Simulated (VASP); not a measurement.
A run of VASP 6.6.1 is set up as follows.

File POSCAR:

```
Al2InN3
1.0
    3.2586375112      0.0000000000      0.0000000000
   -1.6293187556      2.8220628664      0.0000000000
    0.0000000000      0.0000000000      8.1033222101
Al In N
2 1 3
Direct
    0.0000000000      0.0000000000     -0.0100934917
    0.6666666667      0.3333333333      0.6798428382
    0.3333333333      0.6666666667      0.3364989800
    0.6666666667      0.3333333333      0.9149471465
    0.3333333333      0.6666666667      0.6078091099
    0.0000000000      0.0000000000      0.2209954171
```

INCAR.step1

```
  PREC = Accurate
  ENCUT = 520
  ISMEAR = 0
  SIGMA = 0.01
  LREAL = F
  LASPH = T
  NELM = 100
  NBANDS = 26
  GGA = PE
  ALGO = Normal
  EDIFF = 1E-4
  LWAVE = T
  LCHARG = F
```

The input INCAR.step2:

```
  PREC = Accurate
  ENCUT = 520
  EDIFF = 1E-6
  ISMEAR = 0
  SIGMA = 0.01
  LREAL = F
  LASPH = T
  NELM = 100
  ALGO = Normal
  ISIF = 2
  LWAVE = F
  LCHARG = F
  METAGGA = R2SCAN
  LMIXTAU = T
  NBANDS = 26
  ISTART = 1
```

File KPOINTS:

```
regular mesh
0
Gamma
  9 9 4
```

Potentials or basis: VASP PAW PBE potentials, release 64 (Al, In_d, N).

The run is started by

```sh
$ cat potpaw_PBE.64/Al/POTCAR potpaw_PBE.64/In_d/POTCAR potpaw_PBE.64/N/POTCAR > POTCAR
$ cp INCAR.step1 INCAR
$ mpirun -np 1 vasp_std > vasp.out
$ cp INCAR.step2 INCAR
$ mpirun -np 1 vasp_std > vasp.out
```

Predict the largest force.

0.164 eV/Å.

What does it give for the band gap on the k mesh?

1.47 eV, direct.

What does it give for the pressure?

-5.1 GPa.

Forces on the atoms (eV/Å):
```
Al   0.000  0.000  0.083
Al   0.000  0.000  0.074
In   0.000  0.000 -0.164
N    0.000  0.000 -0.070
N    0.000  0.000  0.031
N    0.000  0.000  0.046
```

Caveat: the PAW data sets were made with another functional, which shifts forces and pressure a little; spin-orbit coupling is left out, which moves the levels of the heavy elements.
